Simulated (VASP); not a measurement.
## BN (zincblende type): single point with PBEsol

BN (zincblende type):

```xyz
2
Lattice="0.0000 1.8124 1.8124 1.8124 0.0000 1.8124 1.8124 1.8124 0.0000" Properties=species:S:1:pos:R:3 pbc="T T T"
B     0.0000    0.0000    0.0000
N     0.9062    0.9062    0.9062
```

| Item | Value |
| --- | --- |
| Program | VASP 6.6.1 |
| Task | single point |
| Functional | PBEsol |
| Potentials or basis | VASP PAW PBE potentials, release 64 (B, N) |
| Cutoff | 520 eV |
| k mesh | 16 × 16 × 16 |
| Occupations | fermi-dirac, width 0.03 eV |
| Spin | no spin polarisation |
| Dipole correction | no |
| Further INCAR settings | ALGO = Normal; EDIFF = 1e-06; NBANDS = 11 |

- Pressure: -5.3 GPa
- Band gap on the k mesh: 4.27 eV, indirect (least direct gap 8.72 eV)

Levels at points of the mesh, in eV from the valence-band top:
| k point | band 1 | band 2 | band 3 | band 4 | band 5 | band 6 | band 7 | band 8 |
| --- | --- | --- | --- | --- | --- | --- | --- | --- |
| (0.00, 0.00, 0.00) | -20.16 | 0.00 | 0.00 | 0.00 | 8.72 | 8.72 | 8.72 | 10.14 |
| (0.50, 0.00, 0.00) | -15.93 | -10.70 | -1.93 | -1.93 | 9.99 | 10.58 | 10.58 | 15.00 |
| (0.50, 0.50, 0.00) | -14.56 | -8.91 | -4.90 | -4.90 | 4.27 | 9.05 | 17.75 | 17.75 |

Wall time 32 s on 1 thread of AMD EPYC 9R45, on a shared host, peak memory 0.1 GiB.

Caveat: the PAW data sets were made with another functional, which shifts forces and pressure a little. A k mesh can miss the band edges.
